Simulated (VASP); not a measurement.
# Li in VASP: notebook

Runs on Li. Level: PBEsol. Tasks: single point.

All numbers are computed with VASP 6.6.1; they aren't measurements. Logs are shortened: lines on timing, memory, paths and dates and some standing lists are left out, and cuts for length are marked.

**1. The cell of the first run**

The cell holds a slab with vacuum, 25 atoms: a = 6.980 Å, b = 9.067 Å, c = 18.403 Å, α = 90.00°, β = 90.00°, γ = 54.74°.

**2. Single point, PBEsol**

Input file INCAR:

```
PREC = Accurate
ENCUT = 520
EDIFF = 1E-6
ISMEAR = 0
SIGMA = 0.15
LREAL = Auto
LASPH = True
NELM = 100
ALGO = Normal
ISIF = 2
LWAVE = False
LCHARG = False
GGA = PS
NBANDS = 56
```

Input file KPOINTS:

```
Automatic mesh
0
Gamma
  4 4 1
```

Input file POSCAR:

```
Li
1.0
    6.9800000000      0.0000000000      0.0000000000
    5.2350000000      7.4034080000      0.0000000000
    0.0000000000      0.0000000000     18.4034080000
Li
25
Direct
   -0.2499999325      0.3333332433      0.0543378161
    0.2500000675      0.3333332433      0.0543378161
   -0.2500000675      0.6666667567      0.0543378161
    0.2499999325      0.6666667567      0.0543378161
   -0.2500000000      1.0000000000      0.0543378161
    0.2500000000      1.0000000000      0.0543378161
    0.0031851004     -0.0014406879      0.1765269780
    0.4978971463      0.0002246263      0.1768390398
   -0.0016210380      0.3332708396      0.1816117971
    0.5023904172      0.3325228057      0.1821466437
   -0.0003110723      0.6667240276      0.1813217421
    0.4999088215      0.6666487920      0.1785596450
   -0.2466999411      0.3312893197      0.3175653662
    0.2481320071      0.3343588520      0.3151162002
   -0.2602988170      0.6680593586      0.3101968940
    0.2603255845      0.6647727641      0.3107270675
   -0.2472414941      0.9982329759      0.3000240499
    0.2474352480      1.0019627447      0.3030339272
    0.0030973496     -0.0109114613      0.4261610132
    0.5127095894     -0.0094733398      0.4251803796
    0.0165769670      0.3125298511      0.4517159539
    0.5145431049      0.3145094800      0.4490931245
    0.0042432066      0.6589777303      0.4352667180
    0.5000673788      0.6696245837      0.4488567009
    0.7878701818      0.9454603880      0.5547628461
```

Potentials or basis: VASP PAW PBE potentials, release 64 (Li_sv).

On the command line:

```
cat potpaw_PBE.64/Li_sv/POTCAR > POTCAR
mpirun -np 1 vasp_std > vasp.out
```

OUTCAR:

```text
PREC = Accurate
   ENCUT = 520
   EDIFF = 1E-6
   ISMEAR = 0
   LREAL = Auto
   LASPH = True
   NELM = 100
   ISIF = 2
   GGA = PS

 ion  position               nearest neighbor table
   1  0.750  0.333  0.054-
   2  0.250  0.333  0.054-
   3  0.750  0.667  0.054-
   4  0.250  0.667  0.054-
   5  0.750  0.000  0.054-
   6  0.250  0.000  0.054-
[... 17 lines left out ...]
  24  0.500  0.670  0.449-
  25  0.788  0.945  0.555-

  LATTYP: Found a simple monoclinic cell.
 ALAT       =     6.9800000000
 B/A-ratio  =     2.6365914040
 C/A-ratio  =     1.0897247360
 COS(beta)  =    -0.2294157338

  Lattice vectors:

 A1 = (   6.9800000000,   0.0000000000,   0.0000000000)
 A2 = (   0.0000000000,   0.0000000000, -18.4034080000)
 A3 = (  -1.7450000000,   7.4034080000,   0.0000000000)

Analysis of symmetry for initial positions (statically):
=====================================================================
 Subroutine PRICEL returns:
 Original cell was already a primitive cell.

 Routine SETGRP: Setting up the symmetry group for a
 simple monoclinic supercell.

 Subroutine GETGRP returns: Found  1 space group operations
 (whereof  1 operations were pure point group operations)
 out of a pool of  4 trial point group operations.

The static configuration has the point symmetry C_1 .

Analysis of symmetry for dynamics (positions and initial velocities):
=====================================================================
 Subroutine PRICEL returns:
 Original cell was already a primitive cell.

 Routine SETGRP: Setting up the symmetry group for a
 simple monoclinic supercell.

 Subroutine GETGRP returns: Found  1 space group operations
 (whereof  1 operations were pure point group operations)
 out of a pool of  4 trial point group operations.

The dynamic configuration has the point symmetry C_1 .

 Subroutine INISYM returns: Found  1 space group operations
 (whereof  1 operations are pure point group operations),
 and found     1 'primitive' translations

----------------------------------------------------------------------------------------

                                     Primitive cell

  volume of cell :     951.0106

  direct lattice vectors                    reciprocal lattice vectors
     6.980000000  0.000000000  0.000000000     0.143266476 -0.101304696  0.000000000
     5.235000000  7.403408000  0.000000000     0.000000000  0.135072929  0.000000000
     0.000000000  0.000000000 18.403408000     0.000000000  0.000000000  0.054337762

  length of vectors
     6.980000000  9.067285978 18.403408000     0.175464881  0.135072929  0.054337762

  position of ions in fractional coordinates (direct lattice)
     0.750000067  0.333333243  0.054337816
     0.250000067  0.333333243  0.054337816
     0.749999933  0.666666757  0.054337816
     0.249999933  0.666666757  0.054337816
     0.750000000  0.000000000  0.054337816
     0.250000000  0.000000000  0.054337816
[... 17 lines left out ...]
     0.500067379  0.669624584  0.448856701
     0.787870182  0.945460388  0.554762846

  ion indices of the primitive-cell ions
   primitive index   ion index
                 1           1
                 2           2
                 3           3
                 4           4
                 5           5
                 6           6
[... 17 lines left out ...]
                24          24
                25          25

----------------------------------------------------------------------------------------

 KPOINTS: Automatic mesh

Automatic generation of k-mesh.
 Grid dimensions read from file:
 generate k-points for:    4    4    1

 Generating k-lattice:

  Cartesian coordinates                     Fractional coordinates (reciprocal lattice)
     0.035816619 -0.025326174  0.000000000     0.250000000 -0.000000000  0.000000000
     0.000000000  0.033768232  0.000000000     0.000000000  0.250000000  0.000000000
     0.000000000  0.000000000  0.054337762     0.000000000  0.000000000  1.000000000

  Length of vectors
     0.043866220  0.033768232  0.054337762

  Shift w.r.t. Gamma in fractional coordinates (k-lattice)
     0.000000000  0.000000000  0.000000000

 Subroutine IBZKPT returns following result:
 ===========================================

 Found     10 irreducible k-points:

 Following reciprocal coordinates:
            Coordinates               Weight
  0.000000  0.000000  0.000000      1.000000
  0.250000  0.000000  0.000000      2.000000
  0.500000  0.000000  0.000000      1.000000
  0.000000  0.250000  0.000000      2.000000
  0.250000  0.250000  0.000000      2.000000
  0.500000  0.250000  0.000000      2.000000
 -0.250000  0.250000  0.000000      2.000000
  0.000000  0.500000  0.000000      1.000000
  0.250000  0.500000  0.000000      2.000000
  0.500000  0.500000  0.000000      1.000000
   k-points           NKPTS =     10   k-points in BZ     NKDIM =     10   number of bands    NBANDS=     56
   number of dos      NEDOS =    301   number of ions     NIONS =     25
   total plane-waves  NPLWV = 529200
   dimension x,y,z NGX =    54 NGY =   70 NGZ =  140
   dimension x,y,z NGXF=   108 NGYF=  140 NGZF=  280
   ions per type =              25
   NGX,Y,Z   is equivalent  to a cutoff of  12.86, 12.83, 12.65 a.u.
   NGXF,Y,Z  is equivalent  to a cutoff of  25.72, 25.67, 25.29 a.u.
 SYSTEM =  unknown system
   PREC   = accura    normal or accurate (medium, high low for compatibility)
   ISTART =      0    job   : 0-new  1-cont  2-samecut
   ICHARG =      2    charge: 1-file 2-atom 10-const
   ISPIN  =      1    spin polarized calculation?
   LNONCOLLINEAR =      F non collinear calculations
   LSORBIT =      F    spin-orbit coupling
   LASPH  =      T    aspherical Exc in radial PAW
   ENCUT  =  520.0 eV  38.22 Ry    6.18 a.u.  12.98 16.86 34.22*2*pi/ulx,y,z
   NELM   =    100;   NELMIN=  2; NELMDL= -5     # of ELM steps
   EDIFF  = 0.1E-05   stopping-criterion for ELM
   LREAL  =      T    real-space projection
   EDIFFG = 0.1E-04   stopping-criterion for IOM
   NSW    =      0    number of steps for IOM
   IBRION =     -1    ionic relax: 0-MD 1-quasi-New 2-CG
   NFREE  =      0    steps in history (QN), initial steepest desc. (CG)
   ISIF   =      2    stress and relaxation
   ISYM   =      2    0-nonsym 1-usesym 2-fastsym
   POTIM  = 0.5000    time-step for ionic-motion
   TEBEG  =    0.0;   TEEND  =   0.0 temperature during run
   PSTRESS=    0.0 pullay stress
   NELECT =      75.0000    total number of electrons
   NUPDOWN=      -1.0000    fix difference up-down
   EMIN   =  10.00;   EMAX   =-10.00  energy-range for DOS
   EFERMI =   0.00;   METHOD = LEGACY
   ISMEAR =     0;   SIGMA  =   0.15  broadening in eV -4-tet -1-fermi 0-gaus
   EFERMI_NEDOS =   21; number of points for ismear=-14 and -15
   IALGO  =     38    algorithm
   IMIX   =      4    mixing-type and parameters
     AMIX     =   0.40;   BMIX     =  1.00
     AMIX_MAG =   1.60;   BMIX_MAG =  1.00
  volume/ion in A,a.u.               =      38.04       256.71
  Fermi-wavevector in a.u.,A,eV,Ry     =   0.702048  1.326678  6.705922  0.492871
  Thomas-Fermi vector in A             =   1.786641
   LORBIT       =      0    0 simple, 1 ext, 2 COOP (PROOUT), +10 PAW based schemes
   GGA     = PS    functional components
   LHFCALC =     F    Hartree Fock is set to
   AEXX    =    0.0000 exact exchange contribution
   IVDW    =     0    specifies the selected vdW correction
   LEPSILON=     F    determine dielectric tensor
   LRPA    =     F    only Hartree local field effects (RPA)
 non-spin polarized calculation
 Gauss-broadening in eV      SIGMA  =   0.15
  energy-cutoff  :      520.00
  volume of cell :      951.01
 maximum number of plane-waves:     25642
 NGX is ok and might be reduce to    54
   NGX = 25   NGY = 33   NGZ = 69

 number of electron      74.9999971 magnetization

 Free energy of the ion-electron system (eV)
  ---------------------------------------------------
  ext. energy  EPLUGINS =         0.00000000
  ---------------------------------------------------
  free energy    TOTEN  =       -45.72240708 eV

  energy without entropy =      -45.61641734  energy(sigma->0) =      -45.66941221

 E-fermi :  -0.9212     XC(G=0):  -4.6572

 val. band max:       -0.9422678605   @ k =   0.0000   0.5000   0.0000
 cond. band min:      -0.9148108439   @ k =   0.0000   0.5000   0.0000
 fundamental gap:      0.0274570167
 Fermi energy:        -0.9211816906

 k-point     1 :       0.0000    0.0000    0.0000
  band No.  band energies     occupation
      1     -48.5089      2.00000
      2     -47.5012      2.00000
      3     -47.4560      2.00000
      4     -47.3250      2.00000
      5     -47.3136      2.00000
      6     -47.3077      2.00000
[... 41 lines left out ...]
     48       0.6259      0.00000
     49       0.6608      0.00000

 k-point     2 :       0.2500    0.0000    0.0000
  band No.  band energies     occupation
      1     -48.5089      2.00000
      2     -47.5012      2.00000
      3     -47.4560      2.00000
      4     -47.3249      2.00000
      5     -47.3136      2.00000
      6     -47.3078      2.00000
[... 41 lines left out ...]
     48       0.7621      0.00000
     49       0.9310      0.00000

 k-point     3 :       0.5000    0.0000    0.0000
  band No.  band energies     occupation
      1     -48.5089      2.00000
      2     -47.5012      2.00000
      3     -47.4560      2.00000
      4     -47.3248      2.00000
      5     -47.3136      2.00000
      6     -47.3079      2.00000
[... 353 lines left out ...]
     48      -0.0587      0.00000
     49       0.6508      0.00000

 k-point    10 :       0.5000    0.5000    0.0000
  band No.  band energies     occupation
      1     -48.5089      2.00000
      2     -47.5012      2.00000
      3     -47.4560      2.00000
      4     -47.3248      2.00000
      5     -47.3138      2.00000
      6     -47.3077      2.00000
[... 41 lines left out ...]
     48       0.5575      0.00000
     49       0.6549      0.00000
 [bands above 49 left out]

------------------------ aborting loop because EDIFF is reached ----------------------------------------

  FORCE on cell =-STRESS in cart. coord.  units (eV):
  Direction    XX          YY          ZZ          XY          YZ          ZX
  --------------------------------------------------------------------------------------
  -------------------------------------------------------------------------------------
  Total       -2.6149772     -1.8623938      0.0237691      0.2359608      0.0439120     -0.0189304
  in kB       -4.4054790     -3.1375940      0.0400440      0.3975256      0.0739790     -0.0318923
  external PRESSURE =      -2.5010097 kB  Pullay stress =       0.0000000 kB

 VOLUME and BASIS-vectors are now :
 -----------------------------------------------------------------------------
  energy-cutoff  :      520.00
  volume of cell :      951.01
      direct lattice vectors                 reciprocal lattice vectors
     6.980000000  0.000000000  0.000000000     0.143266476 -0.101304696  0.000000000
     5.235000000  7.403408000  0.000000000     0.000000000  0.135072929  0.000000000
     0.000000000  0.000000000 18.403408000     0.000000000  0.000000000  0.054337762

 POSITION                                       TOTAL-FORCE (eV/Angst)
 -----------------------------------------------------------------------------------
      6.98000      2.46780      1.00000        -0.010602     -0.015138      0.003486
      3.49000      2.46780      1.00000         0.011485     -0.009697      0.031152
      8.72500      4.93561      1.00000         0.017100      0.022003     -0.004590
      5.23500      4.93561      1.00000        -0.020330      0.012861     -0.004839
      5.23500      0.00000      1.00000        -0.002355     -0.005365     -0.024283
      1.74500      0.00000      1.00000         0.002521     -0.005403     -0.067900
[... 17 lines left out ...]
      6.99595      4.95750      8.26049        -0.001102     -0.005664      0.012112
     10.44882      6.99963     10.20953        -0.002700      0.015895      0.003954
 -----------------------------------------------------------------------------------
    total drift:                                0.009335      0.000129      0.014065

  FREE ENERGIE OF THE ION-ELECTRON SYSTEM (eV)
  ---------------------------------------------------
  free  energy   TOTEN  =       -45.7224070822 eV

  energy  without entropy=      -45.6164173435  energy(sigma->0) =      -45.66941221
```

Wall time 18 min (1 thread of Intel Xeon 6975P-C (Granite Rapids), shared host); peak memory 1.1 GiB.

What came out:

| Quantity | Value |
| --- | --- |
| Free energy | -45.7224 eV |
| Largest force | 0.068 eV/Å |
| Band gap on the k mesh | zero (an odd number of electrons rules out a gap without spin polarisation) |

Forces on the atoms (eV/Å):
```
Li  -0.011 -0.015  0.003
Li   0.011 -0.010  0.031
Li   0.017  0.022 -0.005
Li  -0.020  0.013 -0.005
Li  -0.002 -0.005 -0.024
Li   0.003 -0.005 -0.068
Li  -0.001  0.006 -0.002
Li  -0.002 -0.001 -0.005
Li   0.001  0.006  0.004
Li  -0.002  0.002  0.007
Li   0.003 -0.008  0.007
Li   0.001 -0.004 -0.004
Li   0.001  0.006 -0.005
Li   0.000  0.003  0.002
Li   0.006 -0.011  0.010
Li  -0.002  0.001  0.003
Li  -0.007 -0.002  0.003
Li   0.005  0.001  0.009
Li  -0.003 -0.008  0.007
Li   0.002  0.003 -0.001
Li   0.003  0.000  0.013
Li  -0.002  0.005  0.003
Li   0.004 -0.008 -0.001
Li  -0.001 -0.006  0.012
Li  -0.003  0.016  0.004
```

Caveat: the cutoff is under 1.25 times the usual one of these potentials, so pressure, stress and relaxed cells hold a basis-set (Pulay) error; there is no dipole correction, which matters where the two faces differ; the PAW data sets were made with another functional, which shifts forces and pressure a little.

**3. Single point, PBEsol**

Input file INCAR:

```
SYSTEM = Li
  PREC = Accurate
  ENCUT = 520
  EDIFF = 1E-6
  ISMEAR = 0
  SIGMA = 0.15
  LREAL = Auto
  LASPH = .True.
  NELM = 80
  ALGO = Normal
  ISIF = 2
  LWAVE = .False.
  LCHARG = .True.
  GGA = PS
  LELF = .True.
  LVHAR = .True.
  NBANDS = 56
```

Input file KPOINTS:

```
regular mesh
0
Gamma
  4 4 1
  0 0 0
```

Input file POSCAR:

```
Li
1.0
    6.9800000000      0.0000000000      0.0000000000
    5.2350000000      7.4034080000      0.0000000000
    0.0000000000      0.0000000000     18.4034080000
Li
25
Direct
   -0.2499999325      0.3333332433      0.0543378161
    0.2500000675      0.3333332433      0.0543378161
   -0.2500000675      0.6666667567      0.0543378161
    0.2499999325      0.6666667567      0.0543378161
   -0.2500000000      1.0000000000      0.0543378161
    0.2500000000      1.0000000000      0.0543378161
    0.0029185079     -0.0008835120      0.1766240796
    0.4976027027      0.0002420507      0.1766521722
   -0.0019888341      0.3339306708      0.1815941373
    0.5020918437      0.3326832724      0.1823277515
    0.0000732764      0.6662839600      0.1817243850
    0.5002591915      0.6663184036      0.1788893666
   -0.2469194540      0.3320381640      0.3169393951
    0.2470511305      0.3350909473      0.3151939032
   -0.2590579383      0.6673802119      0.3114600839
    0.2595711078      0.6649428209      0.3114512269
   -0.2483405424      0.9983956038      0.3001170761
    0.2484734634      1.0020170440      0.3034847676
    0.0012704499     -0.0082190526      0.4257350052
    0.5120720914     -0.0064525689      0.4265928898
    0.0135387415      0.3153126236      0.4517671944
    0.5121198392      0.3182193930      0.4484125440
    0.0024890946      0.6622867469      0.4367399777
    0.4965373805      0.6724771889      0.4497569689
    0.7928243727      0.9552570924      0.5556175791
```

Potentials or basis: VASP PAW PBE potentials, release 64 (Li_sv).

On the command line:

```
cat potpaw_PBE.64/Li_sv/POTCAR > POTCAR
mpirun -np 1 vasp_std > vasp.out
```

Run time: 18 min. Hardware: 1 thread of Intel Xeon 6975P-C (Granite Rapids), shared host; peak memory 1.1 GiB.

It converged, with:

| Item | Value |
| --- | --- |
| Free energy | -45.7238 eV |
| Largest force | 0.070 eV/Å |
| Band gap on the k mesh | zero (an odd number of electrons rules out a gap without spin polarisation) |

Forces in eV/Å, atoms in the order of the input:
```
Li  -0.012 -0.016  0.007
Li   0.013 -0.011  0.031
Li   0.018  0.022 -0.002
Li  -0.020  0.013  0.002
Li   0.000 -0.005 -0.023
Li   0.000 -0.005 -0.070
Li   0.001  0.004  0.005
Li   0.000 -0.002 -0.001
Li   0.003 -0.001  0.002
Li  -0.005  0.000  0.003
Li   0.001 -0.001  0.003
Li   0.001  0.000  0.002
Li   0.000 -0.001 -0.002
Li   0.001  0.002  0.005
Li   0.002  0.000  0.007
Li   0.001  0.001  0.001
Li  -0.006 -0.001  0.001
Li   0.008  0.000  0.004
Li   0.001  0.000 -0.006
Li  -0.002 -0.005  0.006
Li   0.000 -0.002  0.006
Li   0.002  0.001  0.006
Li   0.002 -0.006  0.006
Li  -0.003 -0.002  0.007
Li  -0.006  0.014  0.000
```

Levels at points of the mesh, in eV from the Fermi level:
| k point | band 33 | band 34 | band 35 | band 36 | band 37 | band 38 | band 39 | band 40 | band 41 | band 42 |
| --- | --- | --- | --- | --- | --- | --- | --- | --- | --- | --- |
| (0.00, 0.00, 0.00) | -0.76 | -0.71 | -0.62 | -0.39 | -0.33 | -0.02 | 0.01 | 0.16 | 0.24 | 0.30 |
| (0.50, 0.00, 0.00) | -1.38 | -0.95 | -0.81 | -0.39 | -0.34 | 0.23 | 0.38 | 0.80 | 0.84 | 0.88 |
| (0.00, 0.50, 0.00) | -0.91 | -0.43 | -0.33 | -0.17 | -0.02 | 0.01 | 0.11 | 0.24 | 0.31 | 0.35 |
| (0.50, 0.50, 0.00) | -1.06 | -0.66 | -0.63 | -0.23 | -0.22 | -0.08 | 0.17 | 0.29 | 0.35 | 0.40 |

Caveat: the cutoff is under 1.25 times the usual one of these potentials, so pressure, stress and relaxed cells hold a basis-set (Pulay) error; there is no dipole correction, which matters where the two faces differ; the PAW data sets were made with another functional, which shifts forces and pressure a little.

The gap in the log of VASP goes by the Fermi energy; the results here count the filled bands.